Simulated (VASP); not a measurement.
Set up this calculation in VASP 6.6.1, as the native input.

| Item | Value |
| --- | --- |
| Task | single point |
| Functional | r2SCAN |
| Potentials or basis | VASP PAW PBE potentials, release 64 (Mo_sv, S) |
| Cutoff | 520 eV |
| k mesh | 12 × 12 × 2 |
| Occupations | gaussian, width 0.01 eV |
| Spin | no spin polarisation |
| Dipole correction | no |
| Further INCAR settings | ALGO = Normal; EDIFF = 1e-06; NBANDS = 35 |

MoS2:

```
Mo S
1.0
     3.17302    0.00000    0.00000
    -1.58651    2.74792    0.00000
     0.00000    0.00000   12.43589
Mo S
2 4
Cartesian
  1.5865 0.9160 3.1090
  0.0000 1.8319 9.3269
  1.5865 0.9160 7.7712
  0.0000 1.8319 4.6647
  1.5865 0.9160 10.8826
  0.0000 1.8319 1.5532
```

One way to write it, as run:

POSCAR

```
MoS2
1.0
    3.1730198511      0.0000000029      0.0000000000
   -1.5865099280      2.7479157963      0.0000000000
    0.0000000000      0.0000000000     12.4358854573
Mo S
2 4
Direct
    0.6666666667      0.3333333333      0.2500000000
    0.3333333333      0.6666666667      0.7500000000
    0.6666666667      0.3333333333      0.6249003799
    0.3333333333      0.6666666667      0.3750996201
    0.6666666667      0.3333333333      0.8750996201
    0.3333333333      0.6666666667      0.1249003799
```

INCAR.step1

```
PREC = Accurate
ENCUT = 520
ISMEAR = 0
SIGMA = 0.01
LREAL = F
LASPH = T
NELM = 100
NBANDS = 35
GGA = PE
ALGO = Normal
EDIFF = 1E-4
LWAVE = T
LCHARG = F
```

INCAR.step2

```
PREC = Accurate
ENCUT = 520
EDIFF = 1E-6
ISMEAR = 0
SIGMA = 0.01
LREAL = F
LASPH = T
NELM = 100
ALGO = Normal
ISIF = 2
LWAVE = F
LCHARG = T
METAGGA = R2SCAN
LMIXTAU = T
LELF = T
LVHAR = T
NBANDS = 35
ISTART = 1
```

KPOINTS

```
Automatic mesh
0
Gamma
  12 12 2
```

Potentials or basis: VASP PAW PBE potentials, release 64 (Mo_sv, S).

Run with:

```bash
$ cat potpaw_PBE.64/Mo_sv/POTCAR potpaw_PBE.64/S/POTCAR > POTCAR
$ cp INCAR.step1 INCAR
$ mpirun -np 1 vasp_std > vasp.out
$ cp INCAR.step2 INCAR
$ mpirun -np 1 vasp_std > vasp.out
```

Results of the run:

The pressure is 1.2 GPa, the largest force is 0.051 eV/Å and the band gap on the k mesh is 1.05 eV (least direct gap 1.75 eV).

Caveat: the PAW data sets were made with another functional, which shifts forces and pressure a little.

Run time: 3.3 min on 1 thread of Intel(R) Xeon(R) 6975P-C (Granite Rapids), with other jobs on the host, peak memory 0.3 GiB.
